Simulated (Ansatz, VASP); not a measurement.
# TiAl7O12 in VASP and in Ansatz

The input INCAR:

```
PREC = Accurate
ENCUT = 520
EDIFF = 1E-6
ISMEAR = 0
SIGMA = 0.05
LREAL = Auto
LASPH = True
NELM = 150
ALGO = Normal
ISIF = 2
LWAVE = False
LCHARG = False
ISPIN = 2
MAGMOM = 0.7 0 0 0 0 0 0 0 0 0 0 0 0 0 0.01 0 0 -0.01 0.01 0
LORBIT = 11
LMAXMIX = 4
GGA = PS
NBANDS = 72
```

The input KPOINTS:

```
regular mesh
0
Gamma
  2 4 4
```

POSCAR

```
TiAl7O12
1.0
    4.7540000000      2.7447232000      8.6600000000
   -2.3770000000      1.3723616000      4.3300000000
    0.0000000000     -2.7447232000      4.3300000000
Ti Al O
1 7 12
Direct
    0.4310895439      0.8537105160      0.8527636424
    0.9264267930      0.8547627793      0.8512993686
    0.3208735526      0.6555021356      0.6482231232
    0.8293177831      0.6421025599      0.6492226273
    0.0708654802      0.1564182977      0.1497272491
    0.5763110345      0.1423139014      0.1448565183
    0.1736654302      0.3590265429      0.3483682482
    0.6782918938      0.3456613498      0.3530068092
    0.0281296827      0.4463916841      0.7484442691
    0.5293032891      0.4241272260      0.7551563771
    0.3747895709      0.0580149191      0.4256730192
    0.8757292654      0.0569838979      0.4456010680
    0.2159051404      0.7598022220      0.0563120279
    0.7223536465      0.7453619700      0.0561197857
    0.4737019287      0.5239427442      0.2809350925
    0.9681514637      0.5614371604      0.2513750974
    0.1232471915      0.9502754149      0.5541532602
    0.6395362994      0.9334958924      0.5396027612
    0.2637401651      0.2792296520      0.9485231222
    0.7785708453      0.2514391343      0.9406365331
```

Input for Ansatz:

```yaml
crystal:
  lattice:
    - [4.754, 2.7447232, 8.66]
    - [-2.377, 1.3723616, 4.33]
    - [0.0, -2.7447232, 4.33]
  atoms:
    - { symbol: Ti, position: [0.4310895439, 0.853710516, 0.8527636424], spin: 1.0 }
    - { symbol: Al, position: [0.926426793, 0.8547627793, 0.8512993686] }
    - { symbol: Al, position: [0.3208735526, 0.6555021356, 0.6482231232] }
    - { symbol: Al, position: [0.8293177831, 0.6421025599, 0.6492226273] }
    - { symbol: Al, position: [0.0708654802, 0.1564182977, 0.1497272491] }
    - { symbol: Al, position: [0.5763110345, 0.1423139014, 0.1448565183] }
    - { symbol: Al, position: [0.1736654302, 0.3590265429, 0.3483682482] }
    - { symbol: Al, position: [0.6782918938, 0.3456613498, 0.3530068092] }
    - { symbol: O, position: [0.0281296827, 0.4463916841, 0.7484442691] }
    - { symbol: O, position: [0.5293032891, 0.424127226, 0.7551563771] }
    - { symbol: O, position: [0.3747895709, 0.0580149191, 0.4256730192] }
    - { symbol: O, position: [0.8757292654, 0.0569838979, 0.445601068] }
    - { symbol: O, position: [0.2159051404, 0.759802222, 0.0563120279] }
    - { symbol: O, position: [0.7223536465, 0.74536197, 0.0561197857] }
    - { symbol: O, position: [0.4737019287, 0.5239427442, 0.2809350925] }
    - { symbol: O, position: [0.9681514637, 0.5614371604, 0.2513750974] }
    - { symbol: O, position: [0.1232471915, 0.9502754149, 0.5541532602] }
    - { symbol: O, position: [0.6395362994, 0.9334958924, 0.5396027612] }
    - { symbol: O, position: [0.2637401651, 0.279229652, 0.9485231222] }
    - { symbol: O, position: [0.7785708453, 0.2514391343, 0.9406365331] }
basis:
  ecutwfc: 420
  ecutrho_ratio: 4
kpoints:
  mp_grid: { grid: [2, 4, 4] }
hamiltonian:
  xc: pbesol
  hubbard:
    sites:
      - { site: 0, l: d, u_eff: 0.0, starting_ns: [{ spin: up, occupation_matrix: s0up }, { spin: down, occupation_matrix: s0down }] }
    occupation_matrices:
      s0up:
        matrix:
          - [0.97, 0.0, 0.0, 0.0, 0.0]
          - [0.0, 0.02, 0.0, 0.0, 0.0]
          - [0.0, 0.0, 0.02, 0.0, 0.0]
          - [0.0, 0.0, 0.0, 0.02, 0.0]
          - [0.0, 0.0, 0.0, 0.0, 0.02]
      s0down:
        matrix:
          - [0.02, 0.0, 0.0, 0.0, 0.0]
          - [0.0, 0.02, 0.0, 0.0, 0.0]
          - [0.0, 0.0, 0.02, 0.0, 0.0]
          - [0.0, 0.0, 0.0, 0.02, 0.0]
          - [0.0, 0.0, 0.0, 0.0, 0.02]
    ns_hold: { iters: 12 }
scf:
  occupations: { method: gaussian, width: 0.05 }
  lower_state_search: "off"
  max_iter: 150
output:
  forces: true
  stress: true
  eigenvalues: true
  populations: true
  hubbard: { sites: [{ site: 0, l: d }] }
  write_density: true
  write_potential: true
  elf: true
  volumetric_format: npy
magnetization:
  spin_polarized: true
```

Alike in both runs: task single point; functional PBEsol; k mesh 2 × 4 × 4; occupations gaussian, width 0.05 eV; collinear spin.

|  | VASP | Ansatz |
| --- | --- | --- |
| version | VASP 6.6.1 | Ansatz 0.2.0 |
| potentials or method | VASP PAW PBE potentials, release 64 (Ti_sv, Al, O), cutoff 520 eV | scalar-relativistic, plane waves, PAW |
| valence electrons in the cell | 105 | 105 |

```tsv
	VASP	Ansatz	Ansatz less VASP
gap on the k mesh at the Fermi level (eV)	none	none	-
pressure (GPa)	10.5	10.3	-0.22
traceless stress, the component that is largest in VASP (GPa)	-1.80	-1.73	+0.064
rms of the force components (eV/Å)	0.090	0.090	-0.0007
net moment per atom (μB)	0.05	0.05	0.000
size of the moment on the site where the two differ most (μB)	0.85	0.64	-0.217
```

VASP's potentials were made for PBE, not for PBEsol. Site moments also hang on the region over which each program counts them. Atom by atom the forces differ by 0.010 eV/Å (rms over components). A gap of «none» marks a metal or a gap that the smearing closes. Ansatz's warnings: specified occupation not kept.

The k mesh is coarse, so the values compare programs but aren't converged.
